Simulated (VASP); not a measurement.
Here is a VASP 6.6.1 calculation.

File INCAR:

```
  PREC = Accurate
  ENCUT = 600
  EDIFF = 1E-7
  ISMEAR = 1
  SIGMA = 0.05
  LREAL = False
  LASPH = True
  NELM = 80
  ALGO = Normal
  ISIF = 3
  LWAVE = False
  LCHARG = False
  GGA = PE
  IBRION = 2
  NSW = 80
  EDIFFG = -0.02
  PSTRESS = 50.0
```

File KPOINTS:

```
regular mesh
0
Gamma
  15 15 15
```

Contents of POSCAR:

```
Ge
1.0
    2.6800000000      0.0000000000      0.0000000000
    0.0000000000      2.6800000000      0.0000000000
    0.0000000000      0.0000000000      2.6800000000
Ge
1
Direct
    0.0000000000      0.0000000000      0.0000000000
```

Potentials or basis: VASP PAW PBE potentials, release 64 (Ge_d).

Launch:

```bash
$ cat potpaw_PBE.64/Ge_d/POTCAR > POTCAR
$ mpirun -np 1 vasp_std > vasp.out
```

Task: Predict the band gap on the k mesh.

Result: Zero (band 7 reaches 13.57 eV, above the bottom of band 8 at 4.16 eV).

Task: What does it give for the relaxed cell?

Result: a = 2.651 Å, b = 2.651 Å, c = 2.651 Å, α = 90.00°, β = 90.00°, γ = 90.00°.

Final structure:
```yaml
crystal:
  lattice:
    - [2.65118, 0.00000, 0.00000]
    - [0.00000, 2.65118, 0.00000]
    - [0.00000, 0.00000, 2.65118]
  atoms:
    - { symbol: Ge, position: [0.00000, 0.00000, 0.00000] }
```

Caveat: the cell is relaxed towards a set pressure, so the enthalpy falls and the energy may rise.
